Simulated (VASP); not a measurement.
The system is WS2.

```xyz
6
Lattice="4.4771 0.0000 0.0000 -2.2385 3.8772 0.0000 0.0000 0.0000 7.1111" Properties=species:S:1:pos:R:3 pbc="T T T"
W     0.0000    0.0000    5.5834
W     0.0000    0.0000    1.5277
S     2.7683    0.0000    0.0000
S    -1.3842    2.3974    0.0000
S     0.8544    1.4798    0.0000
S     0.0000    0.0000    3.5556
```

Base run:

| Item | Value |
| --- | --- |
| Program | VASP 6.6.1 |
| Functional | PBE |
| Potentials or basis | VASP PAW PBE potentials, release 64 (W_sv, S) |
| Cutoff | 520 eV |
| k mesh | 6 × 6 × 4 |
| Occupations | gaussian, width 0.1 eV |
| Spin | collinear spin |
| Starting moments | [0.42, 0.42, 0.02, 0.02, 0.02, 0.0] μB |

Its results: band gap on the k mesh zero (filled and empty bands overlap); pressure 27.6 GPa; largest force 5.961 eV/Å.

Question: The run is repeated on the same cell with these changes: spin from collinear spin to no spin polarisation; further incar settings from ALGO = Normal; EDIFF = 1e-06; NBANDS = 39 to ALGO = Normal; EDIFF = 1e-06; NBANDS = 35. What comes out?

Answer: Band gap on the k mesh zero (band 26 reaches 6.70 eV, above the bottom of band 27 at 5.78 eV); pressure 26.7 GPa; largest force 6.065 eV/Å.

Caveats: spin-orbit coupling is left out, which moves the levels of the heavy elements; forces of over 1 eV/Å act on the atoms, so gaps and moduli don't describe the material at rest.
